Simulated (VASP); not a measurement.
# P (Cmce) in VASP: a series of runs

Runs on P. Level: PBEsol+D3(BJ). Tasks: single point.

Everything below comes from runs of VASP 6.6.1. Logs are shortened: lines on timing, memory, paths and dates and some standing lists are left out, and cuts for length are marked.

### 1 The cell of the first run

It takes space group Cmce (No. 64, orthorhombic). The conventional cell has a = 3.282 Å, b = 9.945 Å, c = 3.849 Å, α = 90.00°, β = 90.00°, γ = 90.00°. P (site symmetry m) has 5 P at 2.21 to 2.88 Å within 2.9 Å.

### 2 Single point, PBEsol+D3(BJ) (uniaxial strain along a: -2.0 %)

Contents of INCAR:

```
PREC = Accurate
ENCUT = 520
EDIFF = 1E-7
ISMEAR = 0
SIGMA = 0.1
LREAL = F
LASPH = T
NELM = 60
ALGO = Normal
ISIF = 2
LWAVE = F
LCHARG = F
GGA = PS
IVDW = 12
NBANDS = 30
```

Contents of KPOINTS:

```
regular mesh
0
Gamma
  10 4 10
```

Contents of POSCAR:

```
P
1.0
    3.2821577013      0.0000000000      0.0000000000
    0.0000000000      9.9450344313      0.0000000000
    0.0000000000      0.0000000000      3.8489546951
P
8
Direct
    0.0000000000      0.8888323995      0.9430552481
    0.5000000000      0.8888323995      0.5569447519
    0.5000000000      0.6111676005      0.0569447519
    0.0000000000      0.6111676005      0.4430552481
    0.5000000000      0.3888323995      0.9430552481
    0.0000000000      0.3888323995      0.5569447519
    0.0000000000      0.1111676005      0.0569447519
    0.5000000000      0.1111676005      0.4430552481
```

Potentials or basis: VASP PAW PBE potentials, release 64 (P).

Launch:

```
$ cat potpaw_PBE.64/P/POTCAR > POTCAR
$ mpirun -np 1 vasp_std > vasp.out
```

OUTCAR:

```text
PREC = Accurate
   ENCUT = 520
   EDIFF = 1E-7
   ISMEAR = 0
   LREAL = F
   LASPH = T
   NELM = 60
   ISIF = 2
   GGA = PS
   IVDW = 12
 IVDW          = 12

 ion  position               nearest neighbor table
   1  0.000  0.889  0.943-   2 2.21   2 2.21   7 2.25   2 2.88   2 2.88
   2  0.500  0.889  0.557-   1 2.21   1 2.21   8 2.25   1 2.88   1 2.88
   3  0.500  0.611  0.057-   4 2.21   4 2.21   5 2.25   4 2.88   4 2.88
   4  0.000  0.611  0.443-   3 2.21   3 2.21   6 2.25   3 2.88   3 2.88
   5  0.500  0.389  0.943-   6 2.21   6 2.21   3 2.25   6 2.88   6 2.88
   6  0.000  0.389  0.557-   5 2.21   5 2.21   4 2.25   5 2.88   5 2.88
   7  0.000  0.111  0.057-   8 2.21   8 2.21   1 2.25   8 2.88   8 2.88
   8  0.500  0.111  0.443-   7 2.21   7 2.21   2 2.25   7 2.88   7 2.88

  LATTYP: Found a simple orthorhombic cell.
 ALAT       =     3.2821577013
 B/A-ratio  =     1.1726903596
 C/A-ratio  =     3.0300294307

  Lattice vectors:

 A1 = (  -3.2821577013,   0.0000000000,   0.0000000000)
 A2 = (   0.0000000000,   0.0000000000,   3.8489546951)
 A3 = (   0.0000000000,   9.9450344313,   0.0000000000)

Analysis of symmetry for initial positions (statically):
=====================================================================
 Subroutine PRICEL returns following result:

  LATTYP: Found a base centered orthorhombic cell.
 ALAT       =     3.2821577013
 B/A-ratio  =     3.0300294307
 C/A-ratio  =     1.1726903596

  Lattice vectors:

 A1 = (  -1.6410788506,   4.9725172157,   0.0000000000)
 A2 = (  -1.6410788507,  -4.9725172156,   0.0000000000)
 A3 = (   0.0000000000,   0.0000000000,   3.8489546951)

   2 primitive cells build up your supercell.

 Routine SETGRP: Setting up the symmetry group for a
 simple orthorhombic supercell.

 Subroutine GETGRP returns: Found  8 space group operations
 (whereof  4 operations were pure point group operations)
 out of a pool of  8 trial point group operations.

The static configuration has the point symmetry C_2h.
 The point group associated with its full space group is D_2h.

Analysis of symmetry for dynamics (positions and initial velocities):
=====================================================================
 Subroutine PRICEL returns following result:

  LATTYP: Found a base centered orthorhombic cell.
 ALAT       =     3.2821577013
 B/A-ratio  =     3.0300294307
 C/A-ratio  =     1.1726903596

  Lattice vectors:

 A1 = (  -1.6410788506,   4.9725172157,   0.0000000000)
 A2 = (  -1.6410788507,  -4.9725172156,   0.0000000000)
 A3 = (   0.0000000000,   0.0000000000,   3.8489546951)

   2 primitive cells build up your supercell.

 Routine SETGRP: Setting up the symmetry group for a
 simple orthorhombic supercell.

 Subroutine GETGRP returns: Found  8 space group operations
 (whereof  4 operations were pure point group operations)
 out of a pool of  8 trial point group operations.

The dynamic configuration has the point symmetry C_2h.
 The point group associated with its full space group is D_2h.

 Subroutine INISYM returns: Found  8 space group operations
 (whereof  4 operations are pure point group operations),
 and found     2 'primitive' translations

----------------------------------------------------------------------------------------

                                     Primitive cell

  volume of cell :      62.8172

  direct lattice vectors                    reciprocal lattice vectors
    -1.641078851  4.972517216  0.000000000    -0.304677621  0.100552694  0.000000000
    -1.641078851 -4.972517216  0.000000000    -0.304677621 -0.100552694  0.000000000
     0.000000000  0.000000000  3.848954695     0.000000000  0.000000000  0.259810800

  length of vectors
     5.236321920  5.236321920  3.848954695     0.320841545  0.320841545  0.259810800

  position of ions in fractional coordinates (direct lattice)
     0.888832400  0.111167600  0.943055248
     0.388832399  0.611167601  0.556944752
     0.111167601  0.888832399  0.056944752
     0.611167600  0.388832400  0.443055248

  ion indices of the primitive-cell ions
   primitive index   ion index
                 1           1
                 2           6
                 3           7
                 4           4

----------------------------------------------------------------------------------------

 KPOINTS: regular mesh

Automatic generation of k-mesh.
 Grid dimensions read from file:
 generate k-points for:   10    4   10

 Generating k-lattice:

  Cartesian coordinates                     Fractional coordinates (reciprocal lattice)
     0.030467762  0.000000000  0.000000000     0.100000000  0.000000000  0.000000000
     0.000000000  0.025138173  0.000000000     0.000000000  0.250000000  0.000000000
     0.000000000  0.000000000  0.025981080     0.000000000  0.000000000  0.100000000

  Length of vectors
     0.030467762  0.025138173  0.025981080

  Shift w.r.t. Gamma in fractional coordinates (k-lattice)
     0.000000000  0.000000000  0.000000000

 Subroutine IBZKPT returns following result:
 ===========================================

 Found    108 irreducible k-points:

 Following reciprocal coordinates:
            Coordinates               Weight
  0.000000  0.000000  0.000000      1.000000
  0.100000  0.000000  0.000000      2.000000
  0.200000  0.000000  0.000000      2.000000
  0.300000  0.000000  0.000000      2.000000
  0.400000  0.000000  0.000000      2.000000
  0.500000  0.000000  0.000000      1.000000
[... 16 lines left out ...]
  0.400000  0.000000  0.100000      4.000000
  0.500000  0.000000  0.100000      2.000000
 [... further k-points ...]
   k-points           NKPTS =    108   k-points in BZ     NKDIM =    108   number of bands    NBANDS=     30
   number of dos      NEDOS =    301   number of ions     NIONS =      8
   total plane-waves  NPLWV =  57600
   dimension x,y,z NGX =    24 NGY =   80 NGZ =   30
   dimension x,y,z NGXF=    48 NGYF=  160 NGZF=   60
   ions per type =               8
   NGX,Y,Z   is equivalent  to a cutoff of  12.16, 13.37, 12.96 a.u.
   NGXF,Y,Z  is equivalent  to a cutoff of  24.31, 26.75, 25.92 a.u.
 SYSTEM =  unknown system
   PREC   = accura    normal or accurate (medium, high low for compatibility)
   ISTART =      0    job   : 0-new  1-cont  2-samecut
   ICHARG =      2    charge: 1-file 2-atom 10-const
   ISPIN  =      1    spin polarized calculation?
   LNONCOLLINEAR =      F non collinear calculations
   LSORBIT =      F    spin-orbit coupling
   LASPH  =      T    aspherical Exc in radial PAW
   ENCUT  =  520.0 eV  38.22 Ry    6.18 a.u.   6.10 18.49  7.16*2*pi/ulx,y,z
   NELM   =     60;   NELMIN=  2; NELMDL= -5     # of ELM steps
   EDIFF  = 0.1E-06   stopping-criterion for ELM
   LREAL  =      F    real-space projection
   EDIFFG = 0.1E-05   stopping-criterion for IOM
   NSW    =      0    number of steps for IOM
   IBRION =     -1    ionic relax: 0-MD 1-quasi-New 2-CG
   NFREE  =      0    steps in history (QN), initial steepest desc. (CG)
   ISIF   =      2    stress and relaxation
   ISYM   =      2    0-nonsym 1-usesym 2-fastsym
   POTIM  = 0.5000    time-step for ionic-motion
   TEBEG  =    0.0;   TEEND  =   0.0 temperature during run
   PSTRESS=    0.0 pullay stress
   NELECT =      40.0000    total number of electrons
   NUPDOWN=      -1.0000    fix difference up-down
   EMIN   =  10.00;   EMAX   =-10.00  energy-range for DOS
   EFERMI =   0.00;   METHOD = LEGACY
   ISMEAR =     0;   SIGMA  =   0.10  broadening in eV -4-tet -1-fermi 0-gaus
   EFERMI_NEDOS =   21; number of points for ismear=-14 and -15
   IALGO  =     38    algorithm
   IMIX   =      4    mixing-type and parameters
     AMIX     =   0.40;   BMIX     =  1.00
     AMIX_MAG =   1.60;   BMIX_MAG =  1.00
  volume/ion in A,a.u.               =      15.70       105.98
  Fermi-wavevector in a.u.,A,eV,Ry     =   1.117872  2.112471 17.002347  1.249637
  Thomas-Fermi vector in A             =   2.254498
   LORBIT       =      0    0 simple, 1 ext, 2 COOP (PROOUT), +10 PAW based schemes
   GGA     = PS    functional components
   LHFCALC =     F    Hartree Fock is set to
   AEXX    =    0.0000 exact exchange contribution
   IVDW    =    12    specifies the selected vdW correction
   LEPSILON=     F    determine dielectric tensor
   LRPA    =     F    only Hartree local field effects (RPA)
 non-spin polarized calculation
 Gauss-broadening in eV      SIGMA  =   0.10
  energy-cutoff  :      520.00
  volume of cell :      125.63
 maximum number of plane-waves:      3416
   NGX = 13   NGY = 37   NGZ = 15

 number of electron      39.9999997 magnetization

 Free energy of the ion-electron system (eV)
  ---------------------------------------------------
  ext. energy  EPLUGINS =         0.00000000
  ---------------------------------------------------
  free energy    TOTEN  =       -45.86598738 eV

  energy without entropy =      -45.86106176  energy(sigma->0) =      -45.86352457

 E-fermi :   8.7702     XC(G=0): -10.9791

 val. band max:        8.7329192249   @ k =   0.0000   0.2500   0.3000
 cond. band min:       8.7819651459   @ k =   0.5000   0.0000   0.1000
 fundamental gap:      0.0490459211
 Fermi energy:         8.7701506257

 k-point     1 :       0.0000    0.0000    0.0000
  band No.  band energies     occupation
      1      -7.8333      2.00000
      2      -7.2956      2.00000
      3      -5.4276      2.00000
      4      -4.0054      2.00000
      5       0.3558      2.00000
      6       0.5783      2.00000
[... 22 lines left out ...]
     29      14.6307      0.00000
     30      14.7280      0.00000

 k-point     2 :       0.1000    0.0000    0.0000
  band No.  band energies     occupation
      1      -7.7078      2.00000
      2      -7.1719      2.00000
      3      -5.2994      2.00000
      4      -3.8797      2.00000
      5       0.1441      2.00000
      6       0.2459      2.00000
[... 718 lines left out ...]
 k-point    24 :       0.5000    0.0000    0.1000
  band No.  band energies     occupation
      1      -4.7059      2.00000
      2      -4.7059      2.00000
      3      -4.2403      2.00000
      4      -4.2403      2.00000
      5      -2.2118      2.00000
      6      -2.2118      2.00000
[... 22 lines left out ...]
     29      11.7339      0.00000
     30      11.7339      0.00000

 [... further k-points ...]

------------------------ aborting loop because EDIFF is reached ----------------------------------------

 Edisp (eV)   -2.87838

 E8    (eV) :    -1.7073

  FORCE on cell =-STRESS in cart. coord.  units (eV):
  Direction    XX          YY          ZZ          XY          YZ          ZX
  --------------------------------------------------------------------------------------
  -------------------------------------------------------------------------------------
  Total       2.43541    -0.24051     0.69101     0.00000    -0.00000     0.00000
  in kB      31.05799    -3.06717     8.81221     0.00000    -0.00000     0.00000
  external pressure =       12.27 kB  Pullay stress =        0.00 kB

 VOLUME and BASIS-vectors are now :
 -----------------------------------------------------------------------------
  energy-cutoff  :      520.00
  volume of cell :      125.63
      direct lattice vectors                 reciprocal lattice vectors
     3.282157701  0.000000000  0.000000000     0.304677621  0.000000000  0.000000000
     0.000000000  9.945034431  0.000000000     0.000000000  0.100552694  0.000000000
     0.000000000  0.000000000  3.848954695     0.000000000  0.000000000  0.259810800

 POSITION                                       TOTAL-FORCE (eV/Angst)
 -----------------------------------------------------------------------------------
      0.00000      8.83947      3.62978        -0.000000      0.052491      0.045094
      1.64108      8.83947      2.14366         0.000000      0.052491     -0.045094
      1.64108      6.07808      0.21918        -0.000000     -0.052491     -0.045094
      0.00000      6.07808      1.70530         0.000000     -0.052491      0.045094
      1.64108      3.86695      3.62978         0.000000      0.052491      0.045094
      0.00000      3.86695      2.14366         0.000000      0.052491     -0.045094
      0.00000      1.10557      0.21918         0.000000     -0.052491     -0.045094
      1.64108      1.10557      1.70530        -0.000000     -0.052491      0.045094
 -----------------------------------------------------------------------------------
    total drift:                               -0.000000     -0.000000      0.000000

  FREE ENERGIE OF THE ION-ELECTRON SYSTEM (eV)
  ---------------------------------------------------
  free  energy   TOTEN  =       -48.7443641874 eV

  energy  without entropy=      -48.7394385594  energy(sigma->0) =      -48.74190137
```

It took 7.2 min on 1 thread of Intel Xeon 8259CL, shared host; peak memory 0.41 GiB.

Results:

```yaml
Free_energy: -48.7444 eV
Pressure: 1.2 GPa
Largest_force: 0.069 eV/Å
Band_gap_on_the_k_mesh: zero (bands 20 and 21 overlap by 1.12 eV)
Dispersion_energy_per_atom: -0.360 eV
```

Forces on the atoms (eV/Å):
```
P    0.000  0.052  0.045
P    0.000  0.052 -0.045
P    0.000 -0.052 -0.045
P    0.000 -0.052  0.045
P    0.000  0.052  0.045
P    0.000  0.052 -0.045
P    0.000 -0.052 -0.045
P    0.000 -0.052  0.045
```

Caveat: the cell differs from its parent crystal (uniaxial strain along a: -2.0 %); the PAW data sets were made with another functional, which shifts forces and pressure a little.

[end of part 1 of 2]

The gap in the log of VASP goes by the Fermi energy; the results here count the filled bands.